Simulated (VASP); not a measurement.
# BN (Qingsongite) (P1) in VASP: a series of runs

The runs below take BN (Qingsongite) through single point, with PBEsol.

Everything below comes from runs of VASP 6.6.1. Logs are shortened: lines on timing, memory, paths and dates and some standing lists are left out, and cuts for length are marked.

**1. The cell of the first run**

The typed cell holds 2 atoms: a = 2.565 Å, b = 2.579 Å, c = 2.588 Å, α = 58.24°, β = 58.99°, γ = 59.89°.

**2. Single point, PBEsol**

The input, INCAR:

```
SYSTEM = BN
ALGO = Normal
EDIFF = 1E-7
ENCUT = 520
GGA = PS
ISIF = 2
ISMEAR = 0
LASPH = .True.
LCHARG = .True.
LELF = .True.
LREAL = .False.
LVHAR = .True.
LWAVE = .False.
NBANDS = 11
NELM = 100
PREC = Accurate
SIGMA = 0.01
```

The input, KPOINTS:

```
k-points
0
Gamma
  6 6 6
  0 0 0
```

The input, POSCAR:

```
BN
1.0
    0.0217300000      1.8280400000      1.7996700000
    1.8502600000      0.0250400000      1.7963600000
    1.8429000000      1.8173800000      0.0323900000
B N
1 1
Direct
    0.0436000000      0.9591100000      0.9710600000
    0.2365566516      0.2901848613      0.2391409432
```

Potentials or basis: VASP PAW PBE potentials, release 64 (B, N).

The run is started by

```
$ cat potpaw_PBE.64/B/POTCAR potpaw_PBE.64/N/POTCAR > POTCAR
$ mpirun -np 1 vasp_std > vasp.out
```

OUTCAR:

```text
SYSTEM = BN
   EDIFF = 1E-7
   ENCUT = 520
   GGA = PS
   ISIF = 2
   ISMEAR = 0
   LASPH = .True.
   LREAL = .False.
   NELM = 100
   PREC = Accurate

 ion  position               nearest neighbor table
   1  0.044  0.959  0.971-   2 1.39   2 1.52   2 1.69   2 1.69
   2  0.237  0.290  0.239-   1 1.39   1 1.52   1 1.69   1 1.69

  LATTYP: Found a triclinic cell.
 ALAT       =     4.4434965549
 B/A-ratio  =     0.5779108963
 C/A-ratio  =     0.8020570046
 COS(alpha) =     0.0025099236
 COS(beta)  =     0.3958188311
 COS(gamma) =     0.8719460439

  Lattice vectors:

 A1 = (   3.6497000000,  -1.8136600000,  -1.7705900000)
 A2 = (   1.8285300000,  -1.8030000000,  -0.0033100000)
 A3 = (  -0.0290900000,  -0.0357000000,  -3.5636400000)

Analysis of symmetry for initial positions (statically):
=====================================================================
 Subroutine PRICEL returns:
 Original cell was already a primitive cell.

 Routine SETGRP: Setting up the symmetry group for a
 triclinic supercell.

 Subroutine GETGRP returns: Found  1 space group operations
 (whereof  1 operations were pure point group operations)
 out of a pool of  2 trial point group operations.

The static configuration has the point symmetry C_1 .

Analysis of symmetry for dynamics (positions and initial velocities):
=====================================================================
 Subroutine PRICEL returns:
 Original cell was already a primitive cell.

 Routine SETGRP: Setting up the symmetry group for a
 triclinic supercell.

 Subroutine GETGRP returns: Found  1 space group operations
 (whereof  1 operations were pure point group operations)
 out of a pool of  2 trial point group operations.

The dynamic configuration has the point symmetry C_1 .

 Subroutine INISYM returns: Found  1 space group operations
 (whereof  1 operations are pure point group operations),
 and found     1 'primitive' translations

----------------------------------------------------------------------------------------

                                     Primitive cell

  volume of cell :      11.8398

  direct lattice vectors                    reciprocal lattice vectors
     0.021730000  1.828040000  1.799670000    -0.275667418  0.274546138  0.280111871
     1.850260000  0.025040000  1.796360000     0.271243063 -0.280063619  0.281203435
     1.842900000  1.817380000  0.032390000     0.273547161  0.277944883 -0.285629334

  length of vectors
     2.565348815  2.578952950  2.588474374     0.479406683  0.480711766  0.483389619

  position of ions in fractional coordinates (direct lattice)
     0.043600000  0.959110000  0.971060000
     0.236556652  0.290184861  0.239140943

  ion indices of the primitive-cell ions
   primitive index   ion index
                 1           1
                 2           2

----------------------------------------------------------------------------------------

 KPOINTS: k-points

Automatic generation of k-mesh.
 Grid dimensions read from file:
 generate k-points for:    6    6    6

 Generating k-lattice:

  Cartesian coordinates                     Fractional coordinates (reciprocal lattice)
    -0.045944570  0.045757690  0.046685312     0.166666667  0.000000000  0.000000000
     0.045207177 -0.046677270  0.046867239     0.000000000  0.166666667 -0.000000000
     0.045591194  0.046324147 -0.047604889     0.000000000  0.000000000  0.166666667

  Length of vectors
     0.079901114  0.080118628  0.080564936

  Shift w.r.t. Gamma in fractional coordinates (k-lattice)
     0.000000000  0.000000000  0.000000000

 Subroutine IBZKPT returns following result:
 ===========================================

 Found    112 irreducible k-points:

 Following reciprocal coordinates:
            Coordinates               Weight
  0.000000  0.000000  0.000000      1.000000
  0.166667  0.000000  0.000000      2.000000
  0.333333  0.000000 -0.000000      2.000000
  0.500000 -0.000000  0.000000      1.000000
  0.000000  0.166667 -0.000000      2.000000
  0.166667  0.166667 -0.000000      2.000000
[... 16 lines left out ...]
  0.333333  0.000000  0.166667      2.000000
  0.500000  0.000000  0.166667      2.000000
 [... further k-points ...]
   k-points           NKPTS =    112   k-points in BZ     NKDIM =    112   number of bands    NBANDS=     11
   number of dos      NEDOS =    301   number of ions     NIONS =      2
   total plane-waves  NPLWV =   8000
   dimension x,y,z NGX =    20 NGY =   20 NGZ =   20
   dimension x,y,z NGXF=    40 NGYF=   40 NGZF=   40
   ions per type =               1   1
   NGX,Y,Z   is equivalent  to a cutoff of  12.96, 12.89, 12.85 a.u.
   NGXF,Y,Z  is equivalent  to a cutoff of  25.92, 25.79, 25.69 a.u.
 SYSTEM =  BN
   PREC   = accura    normal or accurate (medium, high low for compatibility)
   ISTART =      0    job   : 0-new  1-cont  2-samecut
   ICHARG =      2    charge: 1-file 2-atom 10-const
   ISPIN  =      1    spin polarized calculation?
   LNONCOLLINEAR =      F non collinear calculations
   LSORBIT =      F    spin-orbit coupling
   LASPH  =      T    aspherical Exc in radial PAW
   ENCUT  =  520.0 eV  38.22 Ry    6.18 a.u.   4.77  4.80  4.81*2*pi/ulx,y,z
   NELM   =    100;   NELMIN=  2; NELMDL= -5     # of ELM steps
   EDIFF  = 0.1E-06   stopping-criterion for ELM
   LREAL  =      F    real-space projection
   EDIFFG = 0.1E-05   stopping-criterion for IOM
   NSW    =      0    number of steps for IOM
   IBRION =     -1    ionic relax: 0-MD 1-quasi-New 2-CG
   NFREE  =      0    steps in history (QN), initial steepest desc. (CG)
   ISIF   =      2    stress and relaxation
   ISYM   =      2    0-nonsym 1-usesym 2-fastsym
   POTIM  = 0.5000    time-step for ionic-motion
   TEBEG  =    0.0;   TEEND  =   0.0 temperature during run
   PSTRESS=    0.0 pullay stress
   NELECT =       8.0000    total number of electrons
   NUPDOWN=      -1.0000    fix difference up-down
   EMIN   =  10.00;   EMAX   =-10.00  energy-range for DOS
   EFERMI =   0.00;   METHOD = LEGACY
   ISMEAR =     0;   SIGMA  =   0.01  broadening in eV -4-tet -1-fermi 0-gaus
   EFERMI_NEDOS =   21; number of points for ismear=-14 and -15
   IALGO  =     38    algorithm
   IMIX   =      4    mixing-type and parameters
     AMIX     =   0.40;   BMIX     =  1.00
     AMIX_MAG =   1.60;   BMIX_MAG =  1.00
  volume/ion in A,a.u.               =       5.92        39.95
  Fermi-wavevector in a.u.,A,eV,Ry     =   1.436557  2.714699 28.078294  2.063696
  Thomas-Fermi vector in A             =   2.555732
   LORBIT       =      0    0 simple, 1 ext, 2 COOP (PROOUT), +10 PAW based schemes
   GGA     = PS    functional components
   LHFCALC =     F    Hartree Fock is set to
   AEXX    =    0.0000 exact exchange contribution
   IVDW    =     0    specifies the selected vdW correction
   LEPSILON=     F    determine dielectric tensor
   LRPA    =     F    only Hartree local field effects (RPA)
 non-spin polarized calculation
 Gauss-broadening in eV      SIGMA  =   0.01
  energy-cutoff  :      520.00
  volume of cell :       11.84
 maximum number of plane-waves:       330
   NGX =  9   NGY =  9   NGZ =  9

 number of electron       8.0000000 magnetization

 Free energy of the ion-electron system (eV)
  ---------------------------------------------------
  ext. energy  EPLUGINS =         0.00000000
  ---------------------------------------------------
  free energy    TOTEN  =       -17.79443568 eV

  energy without entropy =      -17.79443568  energy(sigma->0) =      -17.79443568

 E-fermi :   8.6116     XC(G=0): -12.9921

 val. band max:        8.4167945497   @ k =   0.0000   0.0000   0.0000
 cond. band min:      10.9083158415   @ k =   0.5000   0.5000   0.0000
 fundamental gap:      2.4915212918
 Fermi energy:         8.6116432568

 k-point     1 :       0.0000    0.0000    0.0000
  band No.  band energies     occupation
      1     -12.9488      2.00000
      2       5.2113      2.00000
      3       7.6739      2.00000
      4       8.4168      2.00000
      5      14.9667      0.00000
      6      15.4566      0.00000
      7      17.5333      0.00000
      8      18.8078      0.00000
      9      31.4234      0.00000
     10      33.8561      0.00000
     11      34.3709      0.00000

 k-point     2 :       0.1667    0.0000    0.0000
  band No.  band energies     occupation
      1     -12.2725      2.00000
      2       4.2620      2.00000
      3       5.4338      2.00000
      4       7.3993      2.00000
      5      14.9292      0.00000
      6      16.8199      0.00000
      7      18.7439      0.00000
      8      19.9530      0.00000
      9      30.2613      0.00000
     10      31.5862      0.00000
     11      32.0640      0.00000

 k-point     3 :       0.3333    0.0000   -0.0000
  band No.  band energies     occupation
      1     -10.3956      2.00000
      2      -0.3219      2.00000
      3       4.2971      2.00000
      4       6.6223      2.00000
      5      14.7487      0.00000
      6      17.4264      0.00000
      7      20.5555      0.00000
      8      21.1677      0.00000
      9      29.9640      0.00000
     10      31.9588      0.00000
     11      32.8046      0.00000

 k-point     4 :       0.5000   -0.0000    0.0000
  band No.  band energies     occupation
      1      -8.7148      2.00000
      2      -3.1631      2.00000
      3       3.9719      2.00000
      4       6.3209      2.00000
      5      14.5043      0.00000
      6      17.5227      0.00000
      7      20.7979      0.00000
      8      21.6171      0.00000
      9      30.5147      0.00000
     10      33.3134      0.00000
     11      34.6270      0.00000

 k-point     5 :       0.0000    0.1667   -0.0000
  band No.  band energies     occupation
      1     -12.2941      2.00000
      2       3.0048      2.00000
      3       6.6862      2.00000
      4       7.7042      2.00000
      5      15.9184      0.00000
      6      16.3976      0.00000
      7      17.9227      0.00000
      8      20.7558      0.00000
      9      29.6356      0.00000
     10      30.3969      0.00000
     11      31.3969      0.00000
[... 211 lines left out ...]
 k-point    21 :       0.0000    0.0000    0.1667
  band No.  band energies     occupation
      1     -12.2729      2.00000
      2       3.4944      2.00000
      3       6.0211      2.00000
      4       7.8694      2.00000
      5      15.4004      0.00000
      6      15.7763      0.00000
      7      18.7202      0.00000
      8      20.7141      0.00000
      9      29.7617      0.00000
     10      30.9381      0.00000
     11      31.7831      0.00000

 k-point    22 :       0.1667    0.0000    0.1667
  band No.  band energies     occupation
      1     -12.0701      2.00000
      2       3.5993      2.00000
      3       5.8195      2.00000
      4       6.6538      2.00000
      5      14.4417      0.00000
      6      17.2927      0.00000
      7      18.8643      0.00000
      8      21.1743      0.00000
      9      26.4009      0.00000
     10      33.1284      0.00000
     11      35.5362      0.00000

 k-point    23 :       0.3333    0.0000    0.1667
  band No.  band energies     occupation
      1     -10.6074      2.00000
      2       1.4555      2.00000
      3       3.4403      2.00000
      4       5.3916      2.00000
      5      14.2914      0.00000
      6      18.7376      0.00000
      7      19.8782      0.00000
      8      21.9397      0.00000
      9      26.8557      0.00000
     10      33.5955      0.00000
     11      35.3397      0.00000

 k-point    24 :       0.5000    0.0000    0.1667
  band No.  band energies     occupation
      1      -8.5774      2.00000
      2      -2.1203      2.00000
      3       2.5893      2.00000
      4       4.9389      2.00000
      5      14.3118      0.00000
      6      19.1933      0.00000
      7      20.7327      0.00000
      8      22.5635      0.00000
      9      28.9040      0.00000
     10      32.9178      0.00000
     11      35.9086      0.00000

 [... further k-points ...]
[... 5 lines left out ...]
  --------------------------------------------------------------------------------------
  -------------------------------------------------------------------------------------
  Total        0.1174909      0.9327210      1.6368677     -0.9335071     -1.2673718      0.2488509
  in kB       15.8989781    126.2166195    221.5023778   -126.3230045   -171.5018696     33.6747244
  external PRESSURE =     121.2059918 kB  Pullay stress =       0.0000000 kB

 VOLUME and BASIS-vectors are now :
 -----------------------------------------------------------------------------
  energy-cutoff  :      520.00
  volume of cell :       11.84
      direct lattice vectors                 reciprocal lattice vectors
     0.021730000  1.828040000  1.799670000    -0.275667418  0.274546138  0.280111871
     1.850260000  0.025040000  1.796360000     0.271243063 -0.280063619  0.281203435
     1.842900000  1.817380000  0.032390000     0.273547161  0.277944883 -0.285629334

 POSITION                                       TOTAL-FORCE (eV/Angst)
 -----------------------------------------------------------------------------------
      3.56512      1.86850      1.83283         4.398868     -2.664301      2.298947
      0.98277      0.87431      0.95475        -4.398868      2.664301     -2.298947
 -----------------------------------------------------------------------------------
    total drift:                               -0.000117      0.000077      0.000014

  FREE ENERGIE OF THE ION-ELECTRON SYSTEM (eV)
  ---------------------------------------------------
  free  energy   TOTEN  =       -17.7944356764 eV

  energy  without entropy=      -17.7944356764  energy(sigma->0) =      -17.79443568
```

Run time: 12 s. Hardware: 1 thread of Intel Xeon Platinum 8259CL at 2.50GHz (Skylake/Cascade Lake), shared host; peak memory 0.12 GiB.

Results:

* Free energy: -17.7944 eV
* Pressure: 12.1 GPa
* Largest force: 5.633 eV/Å
* Band gap on the k mesh: 2.49 eV, indirect (least direct gap 6.55 eV)

Forces on the atoms (eV/Å):
```
B    4.399 -2.664  2.299
N   -4.399  2.664 -2.299
```

Levels at points of the mesh, in eV from the valence-band top:
```
           k point  band 2  band 3  band 4  band 5  band 6  band 7
(0.00, 0.00, 0.00)   -3.21   -0.74    0.00    6.55    7.04    9.12
(0.50, 0.00, 0.00)  -11.58   -4.44   -2.10    6.09    9.11   12.38
(0.00, 0.50, 0.00)  -12.23   -3.60   -2.06    8.46    8.91   11.78
(0.50, 0.50, 0.00)  -10.05   -6.02   -5.92    2.49    6.81   16.64
(0.00, 0.00, 0.50)  -11.94   -4.40   -1.57    7.02    7.88   12.88
(0.50, 0.00, 0.50)  -10.28   -6.05   -5.50    2.70    7.29   16.74
(0.00, 0.50, 0.50)  -10.27   -6.54   -5.45    3.48    8.21   15.56
(0.50, 0.50, 0.50)  -11.68   -4.43   -1.65    6.37    9.73   12.41
```

Caveat: the k points lie up to 0.51 Å⁻¹ apart; the PAW data sets were made with another functional, which shifts forces and pressure a little.

**3. Single point, PBEsol**

This run uses another cell than the first one, of 5.95 Å³/atom, 1.005 times its volume.

The input, INCAR:

```
SYSTEM = BN
ALGO = Normal
EDIFF = 1E-6
ENCUT = 520
GGA = PS
ISIF = 2
ISMEAR = 0
LASPH = .TRUE.
LCHARG = .FALSE.
LREAL = .FALSE.
LWAVE = .FALSE.
NBANDS = 11
NELM = 60
PREC = Accurate
SIGMA = 0.01
```

The input, KPOINTS:

```
k-points
0
G
  6 6 6
  0 0 0
```

The input, POSCAR:

```
BN
1.0
    0.0217661565      1.8310816695      1.8026644648
    1.8533386413      0.0250816640      1.7993489573
    1.8459663950      1.8204039324      0.0324438936
B N
1 1
Direct
    0.0436000000      0.9591100000      0.9710600000
    0.2420700000      0.2847600000      0.2336700000
```

Potentials or basis: VASP PAW PBE potentials, release 64 (B, N).

The run is started by

```
$ cat potpaw_PBE.64/B/POTCAR potpaw_PBE.64/N/POTCAR > POTCAR
$ mpirun -np 1 vasp_std > vasp.out
```

Wall time 11 s (1 thread of Intel Xeon Platinum 8259CL at 2.50GHz (Skylake/Cascade Lake), shared host); peak memory 0.12 GiB.

It converged, with:

```yaml
Free_energy: -17.8818 eV
Pressure: 7.7 GPa
Largest_force: 5.155 eV/Å
Band_gap_on_the_k_mesh: 2.62 eV, indirect (least direct gap 6.61 eV)
```

Forces in eV/Å, atoms in the order of the input:
```
B    3.954 -2.524  2.137
N   -3.954  2.524 -2.137
```

Stress tensor (GPa, compression positive):
```
 -2.17 -11.57   2.24
-11.57   7.88 -15.56
  2.24 -15.56  17.40
```

Levels at points of the mesh, in eV from the valence-band top:
```tsv
k point	band 2	band 3	band 4	band 5	band 6	band 7
(0.00, 0.00, 0.00)	-2.96	-0.72	0.00	6.61	7.10	9.03
(0.50, 0.00, 0.00)	-11.50	-4.22	-2.15	6.35	9.04	12.23
(0.00, 0.50, 0.00)	-12.12	-3.49	-2.09	8.56	9.06	11.46
(0.50, 0.50, 0.00)	-9.93	-5.97	-5.90	2.62	6.97	16.52
(0.00, 0.00, 0.50)	-11.81	-4.30	-1.61	7.19	8.01	12.56
(0.50, 0.00, 0.50)	-10.16	-6.04	-5.45	2.83	7.46	16.58
(0.00, 0.50, 0.50)	-10.18	-6.34	-5.42	3.50	8.22	15.62
(0.50, 0.50, 0.50)	-11.61	-4.21	-1.70	6.62	9.68	12.23
```

Caveat: the k points lie up to 0.51 Å⁻¹ apart; the PAW data sets were made with another functional, which shifts forces and pressure a little.

**4. Single point, PBEsol**

This run uses another cell than the first one, of 5.89 Å³/atom, 0.995 times its volume.

The input, INCAR:

```
SYSTEM = BN
PREC = Accurate ; ENCUT = 520
EDIFF = 1E-7 ; ISMEAR = 0
SIGMA = 0.01 ; LREAL = .False.
LASPH = .True. ; NELM = 80
ALGO = Normal ; ISIF = 2
LWAVE = .False. ; LCHARG = .True.
GGA = PS ; LELF = .True.
LVHAR = .True. ; NBANDS = 11
```

The input, KPOINTS:

```
Automatic mesh
0
Gamma
  6 6 6
  0 0 0
```

The input, POSCAR:

```
BN
1.0
    0.0216937228      1.8249881746      1.7966655370
    1.8471710794      0.0249981969      1.7933610629
    1.8398233666      1.8143459710      0.0323359264
B N
1 1
Direct
    0.0436000000      0.9591100000      0.9710600000
    0.2420700000      0.2847600000      0.2336700000
```

The run is started by

```
$ cat potpaw_PBE.64/B/POTCAR potpaw_PBE.64/N/POTCAR > POTCAR
$ mpirun -np 1 vasp_std > vasp.out
```

Run time: 13 s. Hardware: 1 thread of Intel Xeon Platinum 8259CL at 2.50GHz (Skylake/Cascade Lake), shared host; peak memory 0.12 GiB.

Results (log left out):

| Property | Result |
| --- | --- |
| Free energy | -17.8744 eV |
| Pressure | 11.7 GPa |
| Largest force | 5.276 eV/Å |
| Band gap on the k mesh | 2.62 eV, indirect (least direct gap 6.66 eV) |

Forces in eV/Å, atoms in the order of the input:
```
B    4.053 -2.573  2.188
N   -4.053  2.573 -2.188
```

Stress tensor (GPa, compression positive):
```
  1.57 -12.13   2.69
-12.13  11.98 -16.96
  2.69 -16.96  21.62
```

Levels at points of the mesh, in eV from the valence-band top:
```tsv
k point	band 1	band 2	band 3	band 4	band 5	band 6	band 7	band 8
(0.00, 0.00, 0.00)	-21.37	-2.97	-0.72	0.00	6.65	7.15	9.13	10.31
(0.50, 0.00, 0.00)	-17.10	-11.61	-4.25	-2.17	6.39	9.14	12.30	13.37
(0.00, 0.50, 0.00)	-17.21	-12.20	-3.51	-2.11	8.65	9.13	11.52	14.55
(0.50, 0.50, 0.00)	-15.71	-10.00	-6.03	-5.96	2.62	7.02	16.66	18.37
(0.00, 0.00, 0.50)	-17.06	-11.91	-4.33	-1.63	7.23	8.11	12.63	14.14
(0.50, 0.00, 0.50)	-15.87	-10.23	-6.10	-5.50	2.83	7.51	16.72	17.99
(0.00, 0.50, 0.50)	-15.93	-10.26	-6.39	-5.47	3.51	8.27	15.77	18.23
(0.50, 0.50, 0.50)	-17.32	-11.71	-4.24	-1.72	6.67	9.79	12.30	13.45
```

Caveat: the k points lie up to 0.51 Å⁻¹ apart; the PAW data sets were made with another functional, which shifts forces and pressure a little. A k mesh can miss the band edges.

**5. Summary**

| cell | gap on the mesh (eV) | pressure (GPa) | largest force (eV/Å) |
| --- | --- | --- | --- |
| a = 2.565, b = 2.579, c = 2.588 Å, angles 58.2, 59.0, 59.9°, 2 atoms | 2.49 | 12.1 | 5.63 |
| a = 2.570, b = 2.583, c = 2.593 Å, angles 58.2, 59.0, 59.9°, 2 atoms | 2.62 | 7.7 | 5.16 |
| a = 2.561, b = 2.575, c = 2.584 Å, angles 58.2, 59.0, 59.9°, 2 atoms | 2.62 | 11.7 | 5.28 |

Alike in all rows: task single point; level PBEsol; potentials or basis VASP PAW PBE potentials, release 64 (B, N); no spin polarisation; k mesh 6 × 6 × 6; cutoff (eV) 520; smearing gaussian 0.01 eV.

Caveats: all runs use coarse meshes; the PAW data sets were made with another functional, which shifts forces and pressure a little.

Total energies depend on the potentials used, so only differences within one code and one set of settings carry meaning.
